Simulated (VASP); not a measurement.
Set up this calculation in VASP 6.6.1, as the native input.

| Property | Result |
| --- | --- |
| Task | single point |
| Functional | PBEsol |
| Potentials or basis | VASP PAW PBE potentials, release 64 (Ga_d, N) |
| Cutoff | 600 eV |
| k mesh | 10 × 10 × 10 |
| Occupations | gaussian, width 0.01 eV |
| Spin | no spin polarisation |
| Dipole correction | no |
| Further INCAR settings | ALGO = Normal; EDIFF = 1e-06; NBANDS = 16 |

The structure of GaN (e600) lies in POSCAR:

```
GaN
1.0
    0.0000000000      2.2490925383      2.2490925383
    2.2490925383      0.0000000000      2.2490925383
    2.2490925383      2.2490925383      0.0000000000
Ga N
1 1
Direct
    0.0000000000      0.0000000000      0.0000000000
    0.2500000000      0.2500000000      0.2500000000
```

The input as run:

INCAR

```
SYSTEM = GaN
PREC = Accurate ; ENCUT = 600
EDIFF = 1E-6 ; ISMEAR = 0
SIGMA = 0.01 ; LREAL = .False.
LASPH = .True. ; NELM = 120
ALGO = Normal ; ISIF = 2
LWAVE = .False. ; LCHARG = .False.
GGA = PS ; NBANDS = 16
GGA_COMPAT = .False.
```

KPOINTS

```
Automatic mesh
0
Gamma
  10 10 10
  0 0 0
```

Potentials or basis: VASP PAW PBE potentials, release 64 (Ga_d, N).

Command:

```sh
$ cat potpaw_PBE.64/Ga_d/POTCAR potpaw_PBE.64/N/POTCAR > POTCAR
$ mpirun -np 1 vasp_std > vasp.out
```

It gave:

```json
{
 "Pressure": "-0.4 GPa",
 "Band gap on the k mesh": "1.72 eV, direct"
}
```

Caveat: the PAW data sets were made with another functional, which shifts forces and pressure a little.

Run time: 42 s on 1 thread of Intel(R) Xeon(R) Platinum 8259CL CPU @ 2.50GHz (Skylake/Cascade Lake), with other jobs on the host, peak memory 0.16 GiB.
